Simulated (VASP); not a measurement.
# MnSb (P6_3/mmc) in VASP: notebook, part 2 of 2

VASP 6.6.1. Earlier steps stand in the parts before.

## (4) Single point, PBE, collinear spin, ferromagnetic start (19.53 Å³/atom)

This run uses another cell than the first one, of 19.53 Å³/atom.

The input, INCAR:

```
SYSTEM = MnSb
PREC     = Accurate       ! precision mode
ENCUT    = 520            ! plane-wave cutoff, eV
EDIFF    = 1E-6           ! SCF threshold, eV
ISMEAR   = 0              ! smearing method
SIGMA    = 0.05           ! smearing width, eV
LREAL    = .FALSE.        ! projectors in reciprocal space
LASPH    = .TRUE.         ! aspherical terms in the spheres
NELM     = 150            ! most SCF steps
ALGO     = Normal         ! electronic algorithm
ISIF     = 2              ! what is computed and relaxed
LWAVE    = .FALSE.        ! write WAVECAR
LCHARG   = .FALSE.        ! write CHGCAR
ISPIN    = 2              ! spin polarisation
MAGMOM   = 3.51 3.51 0 0  ! initial moments
LORBIT   = 11             ! projections on sites
LMAXMIX  = 4              ! l up to which the mixer works
GGA      = PE             ! functional
NBANDS   = 30             ! bands
```

The input, KPOINTS:

```
regular mesh
0
G
  10 10 6
  0 0 0
```

The input, POSCAR:

```
MnSb
1.0
    4.0395421447      0.0000000000      0.0000000000
   -2.0197710723      3.4983461169      0.0000000000
    0.0000000000      0.0000000000      5.5277062348
Mn Sb
2 2
Direct
    0.0000000000      0.0000000000      0.0000000000
    0.0000000000      0.0000000000      0.5000000000
    0.3333333333      0.6666666667      0.2500000000
    0.6666666667      0.3333333333      0.7500000000
```

Potentials or basis: VASP PAW PBE potentials, release 64 (Mn_pv, Sb).

Started as:

```console
> cat potpaw_PBE.64/Mn_pv/POTCAR potpaw_PBE.64/Sb/POTCAR > POTCAR
> mpirun -np 1 vasp_std > vasp.out
```

OUTCAR:

```text
SYSTEM = MnSb
   PREC = Accurate
   ENCUT = 520
   EDIFF = 1E-6
   ISMEAR = 0
   LREAL = .FALSE.
   LASPH = .TRUE.
   NELM = 150
   ISIF = 2
   ISPIN = 2
   LORBIT = 11
   GGA = PE

 ion  position               nearest neighbor table
   1  0.000  0.000  0.000-   3 2.71   4 2.71   3 2.71   4 2.71   4 2.71   3 2.71   2 2.76   2 2.76

   2  0.000  0.000  0.500-   3 2.71   4 2.71   3 2.71   4 2.71   4 2.71   3 2.71   1 2.76   1 2.76

   3  0.333  0.667  0.250-   1 2.71   2 2.71   1 2.71   2 2.71   1 2.71   2 2.71   4 3.62   4 3.62
                             4 3.62   4 3.62   4 3.62   4 3.62
   4  0.667  0.333  0.750-   1 2.71   2 2.71   1 2.71   2 2.71   1 2.71   2 2.71   3 3.62   3 3.62
                             3 3.62   3 3.62   3 3.62   3 3.62

  LATTYP: Found a hexagonal cell.
 ALAT       =     4.0395421447
 C/A-ratio  =     1.3683991989

  Lattice vectors:

 A1 = (   4.0395421447,   0.0000000000,   0.0000000000)
 A2 = (  -2.0197710723,   3.4983461169,   0.0000000000)
 A3 = (   0.0000000000,   0.0000000000,   5.5277062348)

Analysis of symmetry for initial positions (statically):
=====================================================================
 Subroutine PRICEL returns:
 Original cell was already a primitive cell.

 Routine SETGRP: Setting up the symmetry group for a
 hexagonal supercell.

 Subroutine GETGRP returns: Found 24 space group operations
 (whereof 12 operations were pure point group operations)
 out of a pool of 24 trial point group operations.

The static configuration has the point symmetry D_3d.
 The point group associated with its full space group is D_6h.

Analysis of symmetry for dynamics (positions and initial velocities):
=====================================================================
 Subroutine PRICEL returns:
 Original cell was already a primitive cell.

 Routine SETGRP: Setting up the symmetry group for a
 hexagonal supercell.

 Subroutine GETGRP returns: Found 24 space group operations
 (whereof 12 operations were pure point group operations)
 out of a pool of 24 trial point group operations.

The dynamic configuration has the point symmetry D_3d.
 The point group associated with its full space group is D_6h.

Analysis of structural, dynamic, and magnetic symmetry:
=====================================================================
 Subroutine PRICEL returns:
 Original cell was already a primitive cell.

 Routine SETGRP: Setting up the symmetry group for a
 hexagonal supercell.

 Subroutine GETGRP returns: Found 24 space group operations
 (whereof 12 operations were pure point group operations)
 out of a pool of 24 trial point group operations.

The overall configuration has the point symmetry D_3d.
 The point group associated with its full space group is D_6h.

 Subroutine INISYM returns: Found 24 space group operations
 (whereof 12 operations are pure point group operations),
 and found     1 'primitive' translations

----------------------------------------------------------------------------------------

                                     Primitive cell

  volume of cell :      78.1160

  direct lattice vectors                    reciprocal lattice vectors
     4.039542145  0.000000000  0.000000000     0.247552808  0.142924680  0.000000000
    -2.019771072  3.498346117  0.000000000     0.000000000  0.285849360  0.000000000
     0.000000000  0.000000000  5.527706235     0.000000000  0.000000000  0.180906864

  length of vectors
     4.039542145  4.039542145  5.527706235     0.285849360  0.285849360  0.180906864
[... 88 lines left out ...]
   NSW    =      0    number of steps for IOM
   IBRION =     -1    ionic relax: 0-MD 1-quasi-New 2-CG
   NFREE  =      0    steps in history (QN), initial steepest desc. (CG)
   ISIF   =      2    stress and relaxation
   ISYM   =      2    0-nonsym 1-usesym 2-fastsym
   POTIM  = 0.5000    time-step for ionic-motion
   TEBEG  =    0.0;   TEEND  =   0.0 temperature during run
   PSTRESS=    0.0 pullay stress
   NELECT =      36.0000    total number of electrons
   NUPDOWN=      -1.0000    fix difference up-down
   EMIN   =  10.00;   EMAX   =-10.00  energy-range for DOS
   EFERMI =   0.00;   METHOD = LEGACY
   ISMEAR =     0;   SIGMA  =   0.05  broadening in eV -4-tet -1-fermi 0-gaus
   EFERMI_NEDOS =   21; number of points for ismear=-14 and -15
   IALGO  =     38    algorithm
   IMIX   =      4    mixing-type and parameters
     AMIX     =   0.40;   BMIX     =  1.00
     AMIX_MAG =   1.60;   BMIX_MAG =  1.00
  volume/ion in A,a.u.               =      19.53       131.79
  Fermi-wavevector in a.u.,A,eV,Ry     =   1.264530  2.389615 21.756198  1.599035
  Thomas-Fermi vector in A             =   2.397830
   LORBIT       =     11    0 simple, 1 ext, 2 COOP (PROOUT), +10 PAW based schemes
   GGA     = PE    functional components
   LHFCALC =     F    Hartree Fock is set to
   AEXX    =    0.0000 exact exchange contribution
   IVDW    =     0    specifies the selected vdW correction
   LEPSILON=     F    determine dielectric tensor
   LRPA    =     F    only Hartree local field effects (RPA)
 spin polarized calculation
 Gauss-broadening in eV      SIGMA  =   0.05
  energy-cutoff  :      520.00
  volume of cell :       78.12
 maximum number of plane-waves:      2120
   NGX = 15   NGY = 15   NGZ = 21

 number of electron      36.0000002 magnetization       6.1603930

 Free energy of the ion-electron system (eV)
  ---------------------------------------------------
  ext. energy  EPLUGINS =         0.00000000
  ---------------------------------------------------
  free energy    TOTEN  =       -26.35016922 eV

  energy without entropy =      -26.34750088  energy(sigma->0) =      -26.34883505

 E-fermi :   8.8747     XC(G=0): -11.0824

 val. band max:        8.8744124691   @ k =   0.1000   0.0000   0.3333
 cond. band min:       8.8847461826   @ k =   0.2000   0.1000   0.5000
 fundamental gap:      0.0103337134
 Fermi energy:         8.8746780459

 spin component 1

 k-point     1 :       0.0000    0.0000    0.0000
  band No.  band energies     occupation
      1     -40.9360      1.00000
      2     -40.9360      1.00000
      3     -40.9231      1.00000
      4     -40.9231      1.00000
      5     -40.6762      1.00000
      6     -40.5453      1.00000
[... 781 lines left out ...]
     29      18.2984      0.00000
     30      18.6754      0.00000

 [... further k-points ...]

 spin component 2

 k-point     1 :       0.0000    0.0000    0.0000
  band No.  band energies     occupation
      1     -37.6089      1.00000
      2     -37.6089      1.00000
      3     -37.5935      1.00000
      4     -37.5935      1.00000
      5     -37.5517      1.00000
      6     -37.3997      1.00000
[... 781 lines left out ...]
     29      18.5499      0.00000
     30      19.0172      0.00000

 [... further k-points ...]

------------------------ aborting loop because EDIFF is reached ----------------------------------------

  FORCE on cell =-STRESS in cart. coord.  units (eV):
  Direction    XX          YY          ZZ          XY          YZ          ZX
  --------------------------------------------------------------------------------------
  -------------------------------------------------------------------------------------
  Total        1.3297271      1.3297271      1.3539337      0.0000000     -0.0000000      0.0000000
  in kB       27.2730208     27.2730208     27.7695030      0.0000000     -0.0000000      0.0000000
  external PRESSURE =      27.4385148 kB  Pullay stress =       0.0000000 kB

 VOLUME and BASIS-vectors are now :
 -----------------------------------------------------------------------------
  energy-cutoff  :      520.00
  volume of cell :       78.12
      direct lattice vectors                 reciprocal lattice vectors
     4.039542145  0.000000000  0.000000000     0.247552808  0.142924680  0.000000000
    -2.019771072  3.498346117  0.000000000     0.000000000  0.285849360  0.000000000
     0.000000000  0.000000000  5.527706235     0.000000000  0.000000000  0.180906864

 POSITION                                       TOTAL-FORCE (eV/Angst)
 -----------------------------------------------------------------------------------
      0.00000      0.00000      0.00000        -0.000000      0.000000      0.000000
      0.00000      0.00000      2.76385        -0.000000      0.000000      0.000000
     -0.00000      2.33223      1.38193         0.000000     -0.000000      0.000000
      2.01977      1.16612      4.14578        -0.000000      0.000000     -0.000000
 -----------------------------------------------------------------------------------
    total drift:                                0.000000     -0.000000      0.000000

  FREE ENERGIE OF THE ION-ELECTRON SYSTEM (eV)
  ---------------------------------------------------
  free  energy   TOTEN  =       -26.3501692247 eV

  energy  without entropy=      -26.3475008848  energy(sigma->0) =      -26.34883505

 total charge

# of ion       s       p       d       tot
------------------------------------------
    1        0.292   6.247   5.101  11.641
    2        0.292   6.247   5.101  11.641
    3        1.128   1.306   0.055   2.488
    4        1.128   1.306   0.055   2.488
--------------------------------------------------
tot          2.839  15.106  10.312  28.258

 magnetization (x)

# of ion       s       p       d       tot
------------------------------------------
    1        0.032   0.029   3.050   3.112
    2        0.032   0.029   3.050   3.112
    3        0.002  -0.124   0.007  -0.116
    4        0.002  -0.124   0.007  -0.116
--------------------------------------------------
tot          0.068  -0.190   6.114   5.993
```

Wall time 1.9 min (1 thread of AMD EPYC 9R45 (Zen 5), shared host); peak memory 0.31 GiB.

Results:

```yaml
Free_energy: -26.3502 eV
Pressure: 2.7 GPa
Net_moment: 6.16 μB per cell
Site_moments: Mn +3.11; Sb -0.12 μB
Valence_electrons_inside_the_program's_atomic_spheres: Mn 11.64; Sb 2.49
```

Levels at points of the mesh, in eV from the Fermi level:
Spin up:
| k point | band 19 | band 20 | band 21 | band 22 | band 23 | band 24 |
| --- | --- | --- | --- | --- | --- | --- |
| (0.00, 0.00, 0.00) | -0.07 | 0.52 | 0.52 | 2.60 | 2.60 | 3.02 |
| (0.50, 0.00, 0.00) | -1.84 | -1.72 | -1.67 | -0.46 | 1.12 | 3.61 |
| (0.00, 0.00, 0.50) | -0.26 | -0.26 | 2.02 | 2.02 | 2.02 | 2.02 |
| (0.50, 0.00, 0.50) | -2.11 | -2.11 | 0.24 | 0.24 | 1.56 | 1.56 |
Spin down:
| k point | band 13 | band 14 | band 15 | band 16 | band 17 | band 18 |
| --- | --- | --- | --- | --- | --- | --- |
| (0.00, 0.00, 0.00) | -0.34 | -0.34 | 0.07 | 0.07 | 0.63 | 0.63 |
| (0.50, 0.00, 0.00) | -2.43 | -2.37 | -1.45 | 0.25 | 0.46 | 0.58 |
| (0.00, 0.00, 0.50) | -1.95 | -1.95 | 0.28 | 0.28 | 0.28 | 0.28 |
| (0.50, 0.00, 0.50) | -1.77 | -1.77 | 0.11 | 0.11 | 0.64 | 0.64 |

Caveat: spin-orbit coupling is left out, which moves the levels of the heavy elements; only a ferromagnetic start was run, and an antiferromagnetic order may lie lower in energy.

## (5) Overview

| spin | cell | gap on the mesh (eV) | pressure (GPa) | moment (μB) |
| --- | --- | --- | --- | --- |
| off | a = 4.099, b = 4.099, c = 5.594 Å, angles 90.0, 90.0, 120.0°, 4 atoms | none | -13.3 | - |
| collinear, ferromagnetic start | a = 4.018, b = 4.018, c = 5.499 Å, angles 90.0, 90.0, 120.0°, 4 atoms | none | 4.0 | 6.07 |
| collinear, ferromagnetic start | a = 4.040, b = 4.040, c = 5.528 Å, angles 90.0, 90.0, 120.0°, 4 atoms | none | 2.7 | 6.16 |

Alike in all rows: task single point; level PBE; potentials or basis VASP PAW PBE potentials, release 64 (Mn_pv, Sb); k mesh 10 × 10 × 6; cutoff (eV) 520; smearing gaussian 0.05 eV.

Caveats: spin-orbit coupling is left out, which moves the levels of the heavy elements; the cell stands under tension (at least some runs); the cell stands under pressure (at least some runs).

Absolute energies hang on the potentials; compare differences alone.
